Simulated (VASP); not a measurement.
# HC12 in VASP: further runs

Runs on HC12. Level: PBE. Tasks: single point.

All numbers are computed with VASP 6.6.1; they aren't measurements. Logs are shortened: lines on timing, memory, paths and dates and some standing lists are left out, and cuts for length are marked.

## (1) The cell of the first run

The cell holds a slab with vacuum, 26 atoms: a = 5.051 Å, b = 5.051 Å, c = 22.375 Å, α = 90.00°, β = 90.00°, γ = 90.00°.

## (2) Single point, PBE

Contents of INCAR:

```
PREC = Accurate
ENCUT = 520
EDIFF = 1E-6
ISMEAR = 0
SIGMA = 0.05
LREAL = Auto
LASPH = T
NELM = 80
ALGO = Normal
ISIF = 2
LWAVE = F
LCHARG = T
LDIPOL = T
IDIPOL = 3
DIPOL = 0.5 0.5 0.288
GGA = PE
LELF = T
LVHAR = T
LVACPOTAV = T
NBANDS = 68
```

Contents of KPOINTS:

```
regular mesh
0
Gamma
  5 5 1
```

Contents of POSCAR:

```
HC12
1.0
    5.0509324483      0.0000000000      0.0000000000
    0.0000000000      5.0509324483      0.0000000000
    0.0000000000      0.0000000000     22.3754933530
C H
24 2
Direct
    0.0000000000      0.2500000000      0.1787670080
    0.0000000000      0.7500000000      0.1787670080
    0.5000000000      0.2500000000      0.1787670080
    0.5000000000      0.7500000000      0.1787670080
    0.0000000000      0.0000000000      0.2186716990
    0.0000000000      0.5000000000      0.2186716990
    0.5000000000      0.0000000000      0.2186716990
    0.5000000000      0.5000000000      0.2186716990
    0.2500000000      0.0000000000      0.2585763899
    0.2500000000      0.5000000000      0.2585763899
    0.7500000000      0.0000000000      0.2585763899
    0.7500000000      0.5000000000      0.2585763899
    0.2500000000      0.2500000000      0.2976014419
    0.2500000000      0.7500000000      0.2976014419
    0.7500000000      0.2500000000      0.2976014419
    0.7500000000      0.7500000000      0.2976014419
    0.0000000000      0.2500000000      0.3394883053
    0.0000000000      0.7500000000      0.3394883053
    0.5000000000      0.2500000000      0.3394883053
    0.5000000000      0.7500000000      0.3394883053
    0.0000000000      0.0000000000      0.3743154719
    0.0000000000      0.5000000000      0.3743154719
    0.5000000000      0.0000000000      0.3743154719
    0.5000000000      0.5000000000      0.3743154719
    0.8520075238      0.3750000000      0.4087281209
    1.1479924762      0.3750000000      0.4087281209
```

Potentials or basis: VASP PAW PBE potentials, release 64 (C, H).

The run is started by

```bash
cat potpaw_PBE.64/C/POTCAR potpaw_PBE.64/H/POTCAR > POTCAR
mpirun -np 1 vasp_std > vasp.out
```

OUTCAR:

```text
PREC = Accurate
   ENCUT = 520
   EDIFF = 1E-6
   ISMEAR = 0
   LREAL = Auto
   LASPH = T
   NELM = 80
   ISIF = 2
   GGA = PE

 ion  position               nearest neighbor table
   1  0.000  0.250  0.179-   5 1.55   6 1.55
   2  0.000  0.750  0.179-   5 1.55   6 1.55
   3  0.500  0.250  0.179-   7 1.55   8 1.55
   4  0.500  0.750  0.179-   7 1.55   8 1.55
   5  0.000  0.000  0.219-   9 1.55  11 1.55   1 1.55   2 1.55
   6  0.000  0.500  0.219-  10 1.55  12 1.55   1 1.55   2 1.55
   7  0.500  0.000  0.219-   9 1.55  11 1.55   3 1.55   4 1.55
   8  0.500  0.500  0.219-  10 1.55  12 1.55   3 1.55   4 1.55
   9  0.250  0.000  0.259-  13 1.54  14 1.54   5 1.55   7 1.55
  10  0.250  0.500  0.259-  13 1.54  14 1.54   6 1.55   8 1.55
[... 8 lines left out ...]
  19  0.500  0.250  0.339-  23 1.48  24 1.48  13 1.57  15 1.57
  20  0.500  0.750  0.339-  23 1.48  24 1.48  14 1.57  16 1.57
  21  0.000  0.000  0.374-  17 1.48  18 1.48
  22  0.000  0.500  0.374-  25 1.25  26 1.25  17 1.48  18 1.48
  23  0.500  0.000  0.374-  19 1.48  20 1.48
  24  0.500  0.500  0.374-  19 1.48  20 1.48
  25  0.852  0.375  0.409-  22 1.25
  26  0.148  0.375  0.409-  22 1.25

  LATTYP: Found a simple tetragonal cell.
 ALAT       =     5.0509324483
 C/A-ratio  =     4.4299727985

  Lattice vectors:

 A1 = (   5.0509324483,   0.0000000000,   0.0000000000)
 A2 = (   0.0000000000,   5.0509324483,   0.0000000000)
 A3 = (   0.0000000000,   0.0000000000,  22.3754933530)

Analysis of symmetry for initial positions (statically):
=====================================================================
 Subroutine PRICEL returns:
 Original cell was already a primitive cell.

 Routine SETGRP: Setting up the symmetry group for a
 simple tetragonal supercell.

 Subroutine GETGRP returns: Found  2 space group operations
 (whereof  2 operations were pure point group operations)
 out of a pool of 16 trial point group operations.

The static configuration has the point symmetry C_1h.

Analysis of symmetry for dynamics (positions and initial velocities):
=====================================================================
 Subroutine PRICEL returns:
 Original cell was already a primitive cell.

 Routine SETGRP: Setting up the symmetry group for a
 simple tetragonal supercell.

 Subroutine GETGRP returns: Found  2 space group operations
[... 141 lines left out ...]
   ISIF   =      2    stress and relaxation
   ISYM   =      2    0-nonsym 1-usesym 2-fastsym
   POTIM  = 0.5000    time-step for ionic-motion
   TEBEG  =    0.0;   TEEND  =   0.0 temperature during run
   PSTRESS=    0.0 pullay stress
   NELECT =      98.0000    total number of electrons
   NUPDOWN=      -1.0000    fix difference up-down
   EMIN   =  10.00;   EMAX   =-10.00  energy-range for DOS
   EFERMI =   0.00;   METHOD = LEGACY
   ISMEAR =     0;   SIGMA  =   0.05  broadening in eV -4-tet -1-fermi 0-gaus
   EFERMI_NEDOS =   21; number of points for ismear=-14 and -15
   IALGO  =     38    algorithm
   IMIX   =      4    mixing-type and parameters
     AMIX     =   0.40;   BMIX     =  1.00
     AMIX_MAG =   1.60;   BMIX_MAG =  1.00
  volume/ion in A,a.u.               =      21.96       148.16
  Fermi-wavevector in a.u.,A,eV,Ry     =   0.909868  1.719401 11.263710  0.827859
  Thomas-Fermi vector in A             =   2.033963
   LORBIT       =      0    0 simple, 1 ext, 2 COOP (PROOUT), +10 PAW based schemes
   GGA     = PE    functional components
   LHFCALC =     F    Hartree Fock is set to
   AEXX    =    0.0000 exact exchange contribution
   IVDW    =     0    specifies the selected vdW correction
   LEPSILON=     F    determine dielectric tensor
   LRPA    =     F    only Hartree local field effects (RPA)
 non-spin polarized calculation
 Gauss-broadening in eV      SIGMA  =   0.05
  energy-cutoff  :      520.00
  volume of cell :      570.84
 maximum number of plane-waves:     15407
 NGX is ok and might be reduce to    40
   NGX = 19   NGY = 19   NGZ = 83

 dipolmoment           0.000000      0.000000      0.033983 electrons x Angstroem

 number of electron      98.0000008 magnetization

 dipolmoment           0.000000      0.000000     -0.211761 electrons x Angstroem

 Free energy of the ion-electron system (eV)
  ---------------------------------------------------
  ext. energy  EPLUGINS =         0.00000000
  ---------------------------------------------------
  free energy    TOTEN  =      -199.44630866 eV

  energy without entropy =     -199.43618069  energy(sigma->0) =     -199.44124468

 E-fermi :  -2.6942     XC(G=0):  -4.2306

 val. band max:       -2.7683775255   @ k =   0.4000   0.0000   0.0000
 cond. band min:      -2.6896122023   @ k =   0.0000   0.4000   0.0000
 fundamental gap:      0.0787653232
 Fermi energy:        -2.6942065782

 k-point     1 :       0.0000    0.0000    0.0000
  band No.  band energies     occupation
      1     -23.5491      2.00000
      2     -21.0013      2.00000
      3     -19.4147      2.00000
      4     -19.3479      2.00000
      5     -19.2348      2.00000
      6     -19.1730      2.00000
[... 565 lines left out ...]
     60       4.2740      0.00000
     61       4.7219      0.00000
 [bands above 61 left out]

------------------------ aborting loop because EDIFF is reached ----------------------------------------

  FORCE on cell =-STRESS in cart. coord.  units (eV):
  Direction    XX          YY          ZZ          XY          YZ          ZX
  --------------------------------------------------------------------------------------
  -------------------------------------------------------------------------------------
  Total      -19.4902132     -6.4761213     -2.8728391      0.0000000      5.9446441      0.0000000
  in kB      -54.7030361    -18.1764814     -8.0631760      0.0000000     16.6847883      0.0000000
  external PRESSURE =     -26.9808978 kB  Pullay stress =       0.0000000 kB

 VOLUME and BASIS-vectors are now :
 -----------------------------------------------------------------------------
  energy-cutoff  :      520.00
  volume of cell :      570.84
      direct lattice vectors                 reciprocal lattice vectors
     5.050932448  0.000000000  0.000000000     0.197983246  0.000000000  0.000000000
     0.000000000  5.050932448  0.000000000     0.000000000  0.197983246  0.000000000
     0.000000000  0.000000000 22.375493353     0.000000000  0.000000000  0.044691752

 POSITION                                       TOTAL-FORCE (eV/Angst)
 -----------------------------------------------------------------------------------
      0.00000      1.26273      4.00000         0.000000      0.018482      2.145226
      0.00000      3.78820      4.00000         0.000000     -0.026393      2.131631
      2.52547      1.26273      4.00000         0.000000      0.050632      2.229743
      2.52547      3.78820      4.00000         0.000000     -0.061252      2.225108
      0.00000      0.00000      4.89289         0.000000      0.008897     -2.510748
      0.00000      2.52547      4.89289         0.000000      0.011115     -2.481716
[... 18 lines left out ...]
      4.30343      1.89410      9.14549        -0.388048      2.941678     -0.261609
      0.74750      1.89410      9.14549         0.388048      2.941678     -0.261609
 -----------------------------------------------------------------------------------
    total drift:                                0.000000      0.000362      0.044451

  FREE ENERGIE OF THE ION-ELECTRON SYSTEM (eV)
  ---------------------------------------------------
  free  energy   TOTEN  =      -199.4463086603 eV

  energy  without entropy=     -199.4361806900  energy(sigma->0) =     -199.44124468

 vacuum level on the upper side and lower side of the slab         3.292         4.794
```

stdout:

```text
POSCAR found type information on POSCAR C H
 POSCAR found :  2 types and      26 ions
 scaLAPACK will be used
 LDA part: xc-table for (Slater+PW92), standard interpolation
 POSCAR, INCAR and KPOINTS ok, starting setup
 FFT: planning ... GRIDC
 FFT: planning ... GRID_SOFT
 FFT: planning ... GRID
 WAVECAR not read
 entering main loop
 -----------------------------------------------------------------------------
|                                                                             |
|           W    W    AA    RRRRR   N    N  II  N    N   GGGG   !!!           |
|           W    W   A  A   R    R  NN   N  II  NN   N  G    G  !!!           |
|           W    W  A    A  R    R  N N  N  II  N N  N  G       !!!           |
|           W WW W  AAAAAA  RRRRR   N  N N  II  N  N N  G  GGG   !            |
|           WW  WW  A    A  R   R   N   NN  II  N   NN  G    G                |
|           W    W  A    A  R    R  N    N  II  N    N   GGGG   !!!           |
|                                                                             |
|     Did not find any points to average over, which means that no vacuum     |
|     field-free region was found. Please increase the size of  your cell     |
|     in the dimension of the dipole correction to obtain accurate            |
|     workfunction values.                                                    |
|                                                                             |
 -----------------------------------------------------------------------------
```

Run time: 15 min. Hardware: 1 thread of Intel Xeon Platinum 8488C (Sapphire Rapids), shared host; peak memory 0.66 GiB.

Results:

```yaml
Free_energy: -199.4463 eV
Largest_force: 6.126 eV/Å
Band_gap_on_the_k_mesh: zero (bands 49 and 50 overlap by 0.23 eV)
```

Forces in eV/Å, atoms in the order of the input:
```
C    0.000  0.018  2.145
C    0.000 -0.026  2.132
C    0.000  0.051  2.230
C    0.000 -0.061  2.225
C    0.000  0.009 -2.511
C    0.000  0.011 -2.482
C    0.000 -0.060 -2.519
C    0.000  0.014 -2.620
C    0.212  0.032  0.124
C    0.131 -0.049  0.228
C   -0.212  0.032  0.124
C   -0.131 -0.049  0.228
C   -0.370 -0.120 -0.087
C   -0.269 -0.217  0.181
C    0.370 -0.120 -0.087
C    0.269 -0.217  0.181
C    0.000 -1.076 -3.510
C    0.000  0.986  0.042
C    0.000  0.008 -0.124
C    0.000  0.082  0.119
C    0.000  0.353  0.593
C    0.000 -5.023  3.508
C    0.000  0.184  0.109
C    0.000 -0.646  0.293
H   -0.388  2.942 -0.262
H    0.388  2.942 -0.262
```

Levels at points of the mesh, in eV from the Fermi level:
```csv
k point,band 46,band 47,band 48,band 49,band 50,band 51,band 52,band 53
"(0.00, 0.00, 0.00)",-1.17,-0.82,-0.30,-0.23,-0.20,0.08,0.67,2.06
```

## (3) Single point, PBE

Contents of INCAR:

```
SYSTEM = HC12
PREC     = Accurate       ! precision mode
ENCUT    = 520            ! plane-wave cutoff, eV
EDIFF    = 1E-7           ! SCF threshold, eV
ISMEAR   = 0              ! smearing method
SIGMA    = 0.05           ! smearing width, eV
LREAL    = Auto         
LASPH    = .TRUE.         ! aspherical terms in the spheres
NELM     = 80             ! most SCF steps
ALGO     = Normal         ! electronic algorithm
ISIF     = 2              ! what is computed and relaxed
LWAVE    = .FALSE.        ! write WAVECAR
LCHARG   = .FALSE.        ! write CHGCAR
LDIPOL   = .TRUE.       
IDIPOL   = 3            
DIPOL    = 0.5 0.5 0.296
GGA      = PE             ! functional
NBANDS   = 68             ! bands
```

Contents of KPOINTS:

```
regular mesh
0
G
  5 5 1
  0 0 0
```

POSCAR: that of step 2 with these lines changed.

```diff
@@ -32,3 +32,3 @@
     0.5000000000      0.5000000000      0.3743154719
-    0.8520075238      0.3750000000      0.4087281209
-    1.1479924762      0.3750000000      0.4087281209
+    0.8830908934      0.3750000000      0.5083907279
+    1.1169091066      0.3750000000      0.5083907279
```

Potentials or basis: VASP PAW PBE potentials, release 64 (C, H).

The run is started by

```bash
cat potpaw_PBE.64/C/POTCAR potpaw_PBE.64/H/POTCAR > POTCAR
mpirun -np 1 vasp_std > vasp.out
```

Run time: 26 min. Hardware: 1 thread of Intel Xeon 8259CL, shared host; peak memory 0.67 GiB.

Results (log left out):

```yaml
Free_energy: -196.3927 eV
Largest_force: 4.632 eV/Å
Band_gap_on_the_k_mesh: zero (bands 49 and 50 overlap by 0.08 eV)
```

Forces on the atoms (eV/Å):
```
C    0.000 -0.001  2.217
C    0.000  0.001  2.220
C    0.000  0.003  2.198
C    0.000 -0.002  2.196
C    0.000  0.000 -2.618
C    0.000  0.000 -2.615
C    0.000  0.000 -2.564
C    0.000  0.000 -2.571
C    0.025  0.000  0.349
C    0.036  0.000  0.348
C   -0.025  0.000  0.349
C   -0.036  0.000  0.348
C    0.067  0.004  0.025
C    0.057 -0.004  0.026
C   -0.067  0.004  0.025
C   -0.057 -0.004  0.026
C    0.000 -0.013  0.094
C    0.000  0.016  0.057
C    0.000  0.007 -0.095
C    0.000 -0.008 -0.057
C    0.000 -0.012  0.000
C    0.000  0.015 -0.079
C    0.000  0.015  0.044
C    0.000 -0.011  0.060
H    4.632 -0.005  0.009
H   -4.632 -0.005  0.009
```

Levels at points of the mesh, in eV from the Fermi level:
```
           k point  band 47  band 48  band 49  band 50  band 51  band 52
(0.00, 0.00, 0.00)    -0.76    -0.19    -0.19    -0.04     0.22     0.43
```

## (4) Single point, PBE

Contents of INCAR:

```
SYSTEM = HC12
ALGO = Normal
DIPOL = 0.5 0.5 0.288
EDIFF = 1E-7
ENCUT = 520
GGA = PE
IDIPOL = 3
ISIF = 2
ISMEAR = 0
LASPH = .True.
LCHARG = .False.
LDIPOL = .True.
LREAL = Auto
LWAVE = .False.
NBANDS = 68
NELM = 60
PREC = Accurate
SIGMA = 0.05
```

Contents of KPOINTS:

```
k-points
0
Gamma
  5 5 1
  0 0 0
```

POSCAR: that of step 3 with these lines changed.

```diff
@@ -32,3 +32,3 @@
     0.5000000000      0.5000000000      0.3743154719
-    0.8830908934      0.3750000000      0.5083907279
-    1.1169091066      0.3750000000      0.5083907279
+    0.8169644893      0.3750000000      0.4087281209
+    1.1830355107      0.3750000000      0.4087281209
```

The run is started by

```bash
cat potpaw_PBE.64/C/POTCAR potpaw_PBE.64/H/POTCAR > POTCAR
mpirun -np 1 vasp_std > vasp.out
```

It took 29 min on 1 thread of Intel Xeon 8259CL, shared host; peak memory 0.67 GiB.

The run converged. Its results:

```
Free energy            : -199.3619 eV
Largest force          : 6.187 eV/Å
Band gap on the k mesh : zero (bands 49 and 50 overlap by 0.22 eV)
```

Forces in eV/Å, atoms in the order of the input:
```
C    0.000  0.023  2.154
C    0.000 -0.030  2.141
C    0.000  0.044  2.218
C    0.000 -0.054  2.210
C    0.000 -0.001 -2.510
C    0.000  0.012 -2.489
C    0.000 -0.051 -2.514
C    0.000  0.017 -2.597
C    0.166  0.032  0.125
C    0.098 -0.048  0.210
C   -0.166  0.032  0.125
C   -0.098 -0.048  0.210
C   -0.298 -0.116 -0.050
C   -0.219 -0.207  0.197
C    0.298 -0.116 -0.050
C    0.219 -0.207  0.197
C    0.000 -0.869 -2.937
C    0.000  0.828 -0.042
C    0.000 -0.088 -0.454
C    0.000  0.178  0.083
C    0.000  0.348  0.495
C    0.000 -4.899  3.778
C    0.000  0.230  0.158
C    0.000 -1.081  0.643
H    0.676  3.036 -0.652
H   -0.676  3.036 -0.652
```

Levels at points of the mesh, in eV from the Fermi level:
```csv
k point,band 45,band 46,band 47,band 48,band 49,band 50,band 51,band 52,band 53,band 54
"(0.00, 0.00, 0.00)",-1.22,-1.16,-0.87,-0.32,-0.22,-0.20,0.06,0.69,2.18,3.29
```

## (5) Single point, PBE

Contents of INCAR:

```
SYSTEM = HC12
  ALGO = Normal
  DIPOL = 0.5 0.5 0.290
  EDIFF = 1E-6
  ENCUT = 520
  GGA = PE
  IDIPOL = 3
  ISIF = 2
  ISMEAR = 0
  LASPH = .True.
  LCHARG = .False.
  LDIPOL = .True.
  LREAL = Auto
  LWAVE = .False.
  NBANDS = 68
  NELM = 100
  PREC = Accurate
  SIGMA = 0.05
```

KPOINTS is that of step 4.

POSCAR: that of step 4 with these lines changed.

```diff
@@ -32,3 +32,3 @@
     0.5000000000      0.5000000000      0.3743154719
-    0.8169644893      0.3750000000      0.4087281209
-    1.1830355107      0.3750000000      0.4087281209
+    0.8169644893      0.3750000000      0.4373308422
+    1.1830355107      0.3750000000      0.4373308422
```

Potentials or basis: VASP PAW PBE potentials, release 64 (C, H).

The run is started by

```bash
cat potpaw_PBE.64/C/POTCAR potpaw_PBE.64/H/POTCAR > POTCAR
mpirun -np 1 vasp_std > vasp.out
```

OUTCAR:

```text
SYSTEM = HC12
   EDIFF = 1E-6
   ENCUT = 520
   GGA = PE
   ISIF = 2
   ISMEAR = 0
   LASPH = .True.
   LREAL = Auto
   NELM = 100
   PREC = Accurate

 ion  position               nearest neighbor table
   1  0.000  0.250  0.179-   5 1.55   6 1.55
   2  0.000  0.750  0.179-   5 1.55   6 1.55
   3  0.500  0.250  0.179-   7 1.55   8 1.55
   4  0.500  0.750  0.179-   7 1.55   8 1.55
   5  0.000  0.000  0.219-   9 1.55  11 1.55   1 1.55   2 1.55
   6  0.000  0.500  0.219-  10 1.55  12 1.55   1 1.55   2 1.55
[... 834 lines left out ...]
  Total      -23.9284529     -6.3014580    -11.5809203      0.0000000      4.0160539      0.0000000
  in kB      -67.1598105    -17.6862554    -32.5040827      0.0000000     11.2718286      0.0000000
  external PRESSURE =     -39.1167162 kB  Pullay stress =       0.0000000 kB

 VOLUME and BASIS-vectors are now :
 -----------------------------------------------------------------------------
  energy-cutoff  :      520.00
  volume of cell :      570.84
      direct lattice vectors                 reciprocal lattice vectors
     5.050932448  0.000000000  0.000000000     0.197983246  0.000000000  0.000000000
     0.000000000  5.050932448  0.000000000     0.000000000  0.197983246  0.000000000
     0.000000000  0.000000000 22.375493353     0.000000000  0.000000000  0.044691752

 POSITION                                       TOTAL-FORCE (eV/Angst)
 -----------------------------------------------------------------------------------
      0.00000      1.26273      4.00000         0.000000      0.031319      2.098052
      0.00000      3.78820      4.00000         0.000000     -0.034400      2.090285
      2.52547      1.26273      4.00000         0.000000      0.058958      2.106104
      2.52547      3.78820      4.00000         0.000000     -0.061923      2.078487
      0.00000      0.00000      4.89289         0.000000     -0.012574     -2.527363
      0.00000      2.52547      4.89289         0.000000      0.012194     -2.519262
[... 18 lines left out ...]
      4.12643      1.89410      9.78549         0.590028      1.332093     -2.367175
      0.92450      1.89410      9.78549        -0.590028      1.332093     -2.367175
 -----------------------------------------------------------------------------------
    total drift:                                0.000000      0.000086      0.044693

  FREE ENERGIE OF THE ION-ELECTRON SYSTEM (eV)
  ---------------------------------------------------
  free  energy   TOTEN  =      -196.9317003362 eV

  energy  without entropy=     -196.9228854055  energy(sigma->0) =     -196.92729287

 vacuum level on the upper side and lower side of the slab         2.806         4.984
```

Wall time 27 min (1 thread of Intel Xeon 8259CL, shared host); peak memory 0.67 GiB.

What came out:

- Free energy: -196.9317 eV
- Largest force: 4.315 eV/Å
- Band gap on the k mesh: zero (bands 49 and 50 overlap by 0.31 eV)

Forces on the atoms (eV/Å):
```
C    0.000  0.031  2.098
C    0.000 -0.034  2.090
C    0.000  0.059  2.106
C    0.000 -0.062  2.078
C    0.000 -0.013 -2.527
C    0.000  0.012 -2.519
C    0.000 -0.059 -2.417
C    0.000  0.032 -2.501
C    0.059  0.045  0.164
C    0.125 -0.028  0.210
C   -0.059  0.045  0.164
C   -0.125 -0.028  0.210
C   -0.140  0.117  0.105
C   -0.052 -0.298  0.158
C    0.140  0.117  0.105
C    0.052 -0.298  0.158
C    0.000 -0.469 -0.549
C    0.000  0.864  0.433
C    0.000 -0.134 -0.024
C    0.000  0.248  0.192
C    0.000  0.551  0.642
C    0.000 -2.774  3.305
C    0.000  0.308  0.179
C    0.000 -0.897  0.873
H    0.590  1.332 -2.367
H   -0.590  1.332 -2.367
```

Levels at points of the mesh, in eV from the Fermi level:
```
           k point  band 46  band 47  band 48  band 49  band 50  band 51  band 52  band 53
(0.00, 0.00, 0.00)    -1.17    -0.90    -0.33    -0.29    -0.18    -0.09     0.66     2.03
```

(Part 1 of 2 ends here.)
